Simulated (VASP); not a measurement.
# Rh (I4/mmm) in VASP: a series of runs

Runs on Rh. Level: PBE. Tasks: single point.

Program: VASP 6.6.1. These are calculated values, not measurements. Logs are shortened: lines on timing, memory, paths and dates and some standing lists are left out, and cuts for length are marked.

**1. The cell of the first run**

It takes space group I4/mmm (No. 139, tetragonal). Conventional cell: a = 2.708 Å, b = 2.708 Å, c = 3.447 Å, α = 90.00°, β = 90.00°, γ = 90.00°. Within 3.5 Å of Rh (site symmetry 4/mmm) lie 14 Rh at 2.58 to 3.45 Å.

**2. Single point, PBE (strain -0.1000 x Voigt [1, 0, 0, 0, 0, 0])**

INCAR

```
PREC = Accurate
ENCUT = 520
EDIFF = 1E-6
ISMEAR = 0
SIGMA = 0.15
LREAL = False
LASPH = True
NELM = 60
ALGO = Fast
ISIF = 2
LWAVE = False
LCHARG = True
GGA = PE
LELF = True
LVHAR = True
NBANDS = 14
```

KPOINTS

```
regular mesh
0
Gamma
  26 26 26
```

POSCAR

```
Rh
1.0
    0.0000000000      1.9149654115      1.9149654115
    1.7234688704      0.0000000000      1.9149654115
    1.7234688704      1.9149654115      0.0000000000
Rh
1
Direct
    0.0000000000      0.0000000000      0.0000000000
```

Potentials or basis: VASP PAW PBE potentials, release 64 (Rh_pv).

Started as:

```bash
$ cat potpaw_PBE.64/Rh_pv/POTCAR > POTCAR
$ mpirun -np 1 vasp_std > vasp.out
```

OUTCAR:

```text
PREC = Accurate
   ENCUT = 520
   EDIFF = 1E-6
   ISMEAR = 0
   LREAL = False
   LASPH = True
   NELM = 60
   ISIF = 2
   GGA = PE

 ion  position               nearest neighbor table
   1  0.000  0.000  0.000-

  LATTYP: Found a body centered tetragonal cell.
 ALAT       =     2.7081700564
 C/A-ratio  =     1.2727922062

  Lattice vectors:

 A1 = (  -1.7234688704,   0.0000000000,  -1.9149654115)
 A2 = (  -1.7234688704,   0.0000000000,   1.9149654115)
 A3 = (   1.7234688704,   1.9149654115,   0.0000000000)

Analysis of symmetry for initial positions (statically):
=====================================================================
 Subroutine PRICEL returns:
 Original cell was already a primitive cell.

 Routine SETGRP: Setting up the symmetry group for a
 body centered tetragonal supercell.

 Subroutine GETGRP returns: Found 16 space group operations
 (whereof 16 operations were pure point group operations)
 out of a pool of 16 trial point group operations.

The static configuration has the point symmetry D_4h.

Analysis of symmetry for dynamics (positions and initial velocities):
=====================================================================
 Subroutine PRICEL returns:
 Original cell was already a primitive cell.

 Routine SETGRP: Setting up the symmetry group for a
 body centered tetragonal supercell.

 Subroutine GETGRP returns: Found 16 space group operations
 (whereof 16 operations were pure point group operations)
 out of a pool of 16 trial point group operations.

The dynamic configuration has the point symmetry D_4h.

 Subroutine INISYM returns: Found 16 space group operations
 (whereof 16 operations are pure point group operations),
 and found     1 'primitive' translations

----------------------------------------------------------------------------------------

                                     Primitive cell

  volume of cell :      12.6402

  direct lattice vectors                    reciprocal lattice vectors
     0.000000000  1.914965412  1.914965412    -0.290112580  0.261101322  0.261101322
     1.723468870  0.000000000  1.914965412     0.290112580 -0.261101322  0.261101322
     1.723468870  1.914965412  0.000000000     0.290112580  0.261101322 -0.261101322

  length of vectors
     2.708170056  2.576322471  2.576322471     0.469588234  0.469588234  0.469588234

  position of ions in fractional coordinates (direct lattice)
     0.000000000  0.000000000  0.000000000

  ion indices of the primitive-cell ions
   primitive index   ion index
                 1           1

----------------------------------------------------------------------------------------

 KPOINTS: regular mesh

Automatic generation of k-mesh.
 Grid dimensions read from file:
 generate k-points for:   26   26   26

 Generating k-lattice:

  Cartesian coordinates                     Fractional coordinates (reciprocal lattice)
    -0.011158176  0.010042359  0.010042359     0.038461538 -0.000000000 -0.000000000
     0.011158176 -0.010042359  0.010042359     0.000000000  0.038461538  0.000000000
     0.011158176  0.010042359 -0.010042359     0.000000000  0.000000000  0.038461538

  Length of vectors
     0.018061086  0.018061086  0.018061086

  Shift w.r.t. Gamma in fractional coordinates (k-lattice)
     0.000000000  0.000000000  0.000000000

 Subroutine IBZKPT returns following result:
 ===========================================

 Found   1330 irreducible k-points:

 Following reciprocal coordinates:
            Coordinates               Weight
  0.000000  0.000000  0.000000      1.000000
  0.038462  0.000000  0.000000      8.000000
  0.076923  0.000000  0.000000      8.000000
  0.115385 -0.000000 -0.000000      8.000000
  0.153846  0.000000  0.000000      8.000000
  0.192308  0.000000  0.000000      8.000000
[... 16 lines left out ...]
  0.346154  0.038462  0.000000     16.000000
  0.384615  0.038462  0.000000     16.000000
 [... further k-points ...]
   k-points           NKPTS =   1330   k-points in BZ     NKDIM =   1330   number of bands    NBANDS=     14
   number of dos      NEDOS =    301   number of ions     NIONS =      1
   total plane-waves  NPLWV =   8000
   dimension x,y,z NGX =    20 NGY =   20 NGZ =   20
   dimension x,y,z NGXF=    40 NGYF=   40 NGZF=   40
   ions per type =               1
   NGX,Y,Z   is equivalent  to a cutoff of  12.28, 12.91, 12.91 a.u.
   NGXF,Y,Z  is equivalent  to a cutoff of  24.55, 25.81, 25.81 a.u.
 SYSTEM =  unknown system
   PREC   = accura    normal or accurate (medium, high low for compatibility)
   ISTART =      0    job   : 0-new  1-cont  2-samecut
   ICHARG =      2    charge: 1-file 2-atom 10-const
   ISPIN  =      1    spin polarized calculation?
   LNONCOLLINEAR =      F non collinear calculations
   LSORBIT =      F    spin-orbit coupling
   LASPH  =      T    aspherical Exc in radial PAW
   ENCUT  =  520.0 eV  38.22 Ry    6.18 a.u.   5.04  4.79  4.79*2*pi/ulx,y,z
   NELM   =     60;   NELMIN=  2; NELMDL= -5     # of ELM steps
   EDIFF  = 0.1E-05   stopping-criterion for ELM
   LREAL  =      F    real-space projection
   EDIFFG = 0.1E-04   stopping-criterion for IOM
   NSW    =      0    number of steps for IOM
   IBRION =     -1    ionic relax: 0-MD 1-quasi-New 2-CG
   NFREE  =      0    steps in history (QN), initial steepest desc. (CG)
   ISIF   =      2    stress and relaxation
   ISYM   =      2    0-nonsym 1-usesym 2-fastsym
   POTIM  = 0.5000    time-step for ionic-motion
   TEBEG  =    0.0;   TEEND  =   0.0 temperature during run
   PSTRESS=    0.0 pullay stress
   NELECT =      15.0000    total number of electrons
   NUPDOWN=      -1.0000    fix difference up-down
   EMIN   =  10.00;   EMAX   =-10.00  energy-range for DOS
   EFERMI =   0.00;   METHOD = LEGACY
   ISMEAR =     0;   SIGMA  =   0.15  broadening in eV -4-tet -1-fermi 0-gaus
   EFERMI_NEDOS =   21; number of points for ismear=-14 and -15
   IALGO  =     68    algorithm
   IMIX   =      4    mixing-type and parameters
     AMIX     =   0.40;   BMIX     =  1.00
     AMIX_MAG =   1.60;   BMIX_MAG =  1.00
  volume/ion in A,a.u.               =      12.64        85.30
  Fermi-wavevector in a.u.,A,eV,Ry     =   1.733219  3.275309 40.872563  3.004049
  Thomas-Fermi vector in A             =   2.807247
   LORBIT       =      0    0 simple, 1 ext, 2 COOP (PROOUT), +10 PAW based schemes
   GGA     = PE    functional components
   LHFCALC =     F    Hartree Fock is set to
   AEXX    =    0.0000 exact exchange contribution
   IVDW    =     0    specifies the selected vdW correction
   LEPSILON=     F    determine dielectric tensor
   LRPA    =     F    only Hartree local field effects (RPA)
 non-spin polarized calculation
 RMM-DIIS sequential band-by-band and
 Gauss-broadening in eV      SIGMA  =   0.15
  energy-cutoff  :      520.00
  volume of cell :       12.64
 maximum number of plane-waves:       352
   NGX =  9   NGY =  9   NGZ =  9

 number of electron      14.9999995 magnetization

 Free energy of the ion-electron system (eV)
  ---------------------------------------------------
  ext. energy  EPLUGINS =         0.00000000
  ---------------------------------------------------
  free energy    TOTEN  =        -7.04178955 eV

  energy without entropy =       -7.02784174  energy(sigma->0) =       -7.03481565

 E-fermi :  13.4907     XC(G=0): -14.5778

 val. band max:       13.4897933873   @ k =  -0.3846   0.1538   0.0000
 cond. band min:      13.4916728888   @ k =   0.3462   0.3462   0.0000
 fundamental gap:      0.0018795015
 Fermi energy:        13.4907144464

 k-point     1 :       0.0000    0.0000    0.0000
  band No.  band energies     occupation
      1     -33.0088      2.00000
      2     -33.0088      2.00000
      3     -32.9420      2.00000
      4       4.9303      2.00000
      5       9.7078      2.00000
      6       9.7078      2.00000
      7      10.8571      2.00000
      8      11.6055      2.00000
      9      13.0183      1.99999
     10      29.6278      0.00000
     11      33.8498      0.00000
     12      34.1560      0.00000
     13      34.1560      0.00000
     14      38.1661      0.00000

 k-point     2 :       0.0385    0.0000    0.0000
  band No.  band energies     occupation
      1     -33.0186      2.00000
      2     -33.0118      2.00000
      3     -32.9481      2.00000
      4       4.9960      2.00000
      5       9.7044      2.00000
      6       9.7337      2.00000
      7      10.8530      2.00000
      8      11.5991      2.00000
      9      12.9952      2.00000
     10      29.7283      0.00000
     11      33.8490      0.00000
     12      34.0441      0.00000
     13      34.2548      0.00000
     14      37.9135      0.00000

 k-point     3 :       0.0769    0.0000    0.0000
  band No.  band energies     occupation
      1     -33.0535      2.00000
      2     -33.0207      2.00000
      3     -32.9598      2.00000
      4       5.1886      2.00000
      5       9.6891      2.00000
      6       9.8036      2.00000
      7      10.8503      2.00000
      8      11.5888      2.00000
      9      12.9310      2.00000
     10      30.0150      0.00000
     11      33.6416      0.00000
     12      33.8516      0.00000
     13      34.5476      0.00000
     14      37.6042      0.00000
[... 324 lines left out ...]
 k-point    23 :       0.3462    0.0385    0.0000
  band No.  band energies     occupation
      1     -33.7237      2.00000
      2     -33.1628      2.00000
      3     -33.0235      2.00000
      4       6.9593      2.00000
      5       9.5795      2.00000
      6      10.8660      2.00000
      7      11.1850      2.00000
      8      13.2426      1.98068
      9      13.4190      1.50131
     10      26.9193      0.00000
     11      30.3600      0.00000
     12      33.8503      0.00000
     13      37.5855      0.00000
     14      38.3386      0.00000

 k-point    24 :       0.3846    0.0385    0.0000
  band No.  band energies     occupation
      1     -33.8158      2.00000
      2     -33.1836      2.00000
      3     -33.0290      2.00000
      4       6.8880      2.00000
      5       9.4585      2.00000
      6      10.8046      2.00000
      7      11.9574      2.00000
      8      13.5260      0.73964
      9      13.8820      0.00023
     10      25.7109      0.00000
     11      29.7887      0.00000
     12      33.8504      0.00000
     13      36.5678      0.00000
     14      37.7661      0.00000

 [... further k-points ...]
[... 5 lines left out ...]
  --------------------------------------------------------------------------------------
  -------------------------------------------------------------------------------------
  Total        4.3935517      2.2248525      2.2248525      0.0000000      0.0000000     -0.0000000
  in kB      556.8920439    282.0047949    282.0047949      0.0000000      0.0000000     -0.0000000
  external PRESSURE =     373.6338779 kB  Pullay stress =       0.0000000 kB

 VOLUME and BASIS-vectors are now :
 -----------------------------------------------------------------------------
  energy-cutoff  :      520.00
  volume of cell :       12.64
      direct lattice vectors                 reciprocal lattice vectors
     0.000000000  1.914965412  1.914965412    -0.290112580  0.261101322  0.261101322
     1.723468870  0.000000000  1.914965412     0.290112580 -0.261101322  0.261101322
     1.723468870  1.914965412  0.000000000     0.290112580  0.261101322 -0.261101322

 POSITION                                       TOTAL-FORCE (eV/Angst)
 -----------------------------------------------------------------------------------
      0.00000      0.00000      0.00000         0.000000      0.000000      0.000000
 -----------------------------------------------------------------------------------
    total drift:                                0.000000     -0.000000     -0.000000

  FREE ENERGIE OF THE ION-ELECTRON SYSTEM (eV)
  ---------------------------------------------------
  free  energy   TOTEN  =        -7.0417895503 eV

  energy  without entropy=       -7.0278417437  energy(sigma->0) =       -7.03481565
```

Wall time 2.7 min (1 thread of Intel Xeon Platinum 8488C (Sapphire Rapids), shared host); peak memory 0.31 GiB.

What came out:

| Quantity | Value |
| --- | --- |
| Free energy | -7.0418 eV |
| Pressure | 37.4 GPa |
| Band gap on the k mesh | zero (an odd number of electrons rules out a gap without spin polarisation) |

Caveat: the cell differs from its parent crystal (strain -0.1000 x Voigt [1, 0, 0, 0, 0, 0]); the stress differs along the axes, from 28 to 56 GPa.

**3. Single point, PBE (strain -0.0750 x Voigt [1, 0, 0, 0, 0, 0])**

INCAR

```
PREC = Accurate
ENCUT = 520
EDIFF = 1E-6
ISMEAR = 0
SIGMA = 0.15
LREAL = False
LASPH = True
NELM = 80
ALGO = Fast
ISIF = 2
LWAVE = False
LCHARG = False
GGA = PE
NBANDS = 14
```

KPOINTS is that of step 2.

POSCAR

```
Rh
1.0
    0.0000000000      1.9149654115      1.9149654115
    1.7713430056      0.0000000000      1.9149654115
    1.7713430056      1.9149654115      0.0000000000
Rh
1
Direct
    0.0000000000      0.0000000000      0.0000000000
```

Potentials or basis: VASP PAW PBE potentials, release 64 (Rh_pv).

Started as:

```bash
$ cat potpaw_PBE.64/Rh_pv/POTCAR > POTCAR
$ mpirun -np 1 vasp_std > vasp.out
```

Wall time 2.7 min (1 thread of Intel Xeon Platinum 8488C (Sapphire Rapids), shared host); peak memory 0.31 GiB.

It converged, with:

| Quantity | Value |
| --- | --- |
| Free energy | -7.1456 eV |
| Pressure | 25.5 GPa |
| Band gap on the k mesh | zero (an odd number of electrons rules out a gap without spin polarisation) |

Stress tensor (GPa, compression positive):
```
38.92  0.00  0.00
 0.00 18.84  0.00
 0.00  0.00 18.84
```

Levels at points of the mesh, in eV from the Fermi level:
```csv
k point,band 5,band 6,band 7,band 8,band 9,band 10
"(0.00, 0.00, 0.00)",-3.58,-3.58,-2.74,-1.62,-0.59,16.07
"(0.50, 0.00, 0.00)",-3.90,-2.92,0.40,0.71,0.90,9.31
"(0.50, 0.50, 0.00)",-6.38,0.57,0.70,1.43,2.80,12.30
"(0.00, 0.50, 0.50)",-6.53,0.60,1.15,1.15,4.59,12.73
```

Caveat: the cell differs from its parent crystal (strain -0.0750 x Voigt [1, 0, 0, 0, 0, 0]); the stress differs along the axes, from 19 to 39 GPa.

**4. Single point, PBE (strain -0.0500 x Voigt [1, 0, 0, 0, 0, 0])**

INCAR is that of step 3.

KPOINTS is that of step 3.

POSCAR

```
Rh
1.0
    0.0000000000      1.9149654115      1.9149654115
    1.8192171409      0.0000000000      1.9149654115
    1.8192171409      1.9149654115      0.0000000000
Rh
1
Direct
    0.0000000000      0.0000000000      0.0000000000
```

Started as:

```bash
$ cat potpaw_PBE.64/Rh_pv/POTCAR > POTCAR
$ mpirun -np 1 vasp_std > vasp.out
```

It took 2.9 min on 1 thread of Intel Xeon Platinum 8488C (Sapphire Rapids), shared host; peak memory 0.32 GiB.

It converged, with:

```yaml
Free_energy: -7.2147 eV
Pressure: 15.5 GPa
Band_gap_on_the_k_mesh: zero (an odd number of electrons rules out a gap without spin polarisation)
```

Stress tensor (GPa, compression positive):
```
24.12  0.00  0.00
 0.00 11.26  0.00
 0.00  0.00 11.26
```

Levels at points of the mesh, in eV from the Fermi level:
| k point | band 5 | band 6 | band 7 | band 8 | band 9 | band 10 |
| --- | --- | --- | --- | --- | --- | --- |
| (0.00, 0.00, 0.00) | -3.38 | -3.38 | -2.83 | -1.38 | -0.71 | 16.03 |
| (0.50, 0.00, 0.00) | -3.60 | -2.98 | 0.46 | 0.72 | 0.77 | 8.99 |
| (0.50, 0.50, 0.00) | -6.17 | 0.57 | 0.79 | 1.26 | 2.95 | 12.19 |
| (0.00, 0.50, 0.50) | -6.25 | 0.56 | 1.08 | 1.08 | 4.09 | 12.89 |

Caveat: the cell differs from its parent crystal (strain -0.0500 x Voigt [1, 0, 0, 0, 0, 0]); the stress differs along the axes, from 11 to 24 GPa.

**5. The runs side by side**

| cell | gap on the mesh (eV) | pressure (GPa) |
| --- | --- | --- |
| a = 2.708, b = 2.576, c = 2.576 Å, angles 63.4, 58.3, 58.3°, 1 atom | none | 37.4 |
| a = 2.708, b = 2.609, c = 2.609 Å, angles 62.5, 58.7, 58.7°, 1 atom | none | 25.5 |
| a = 2.708, b = 2.641, c = 2.641 Å, angles 61.7, 59.2, 59.2°, 1 atom | none | 15.5 |

Alike in all rows: task single point; level PBE; potentials or basis VASP PAW PBE potentials, release 64 (Rh_pv); no spin polarisation; k mesh 26 × 26 × 26; cutoff (eV) 520; smearing gaussian 0.15 eV.

Caveats: the stress differs along the axes, from 28 to 56 GPa (at least some runs); the stress differs along the axes, from 19 to 39 GPa (at least some runs); the stress differs along the axes, from 11 to 24 GPa (at least some runs).

Absolute energies hang on the potentials; compare differences alone.
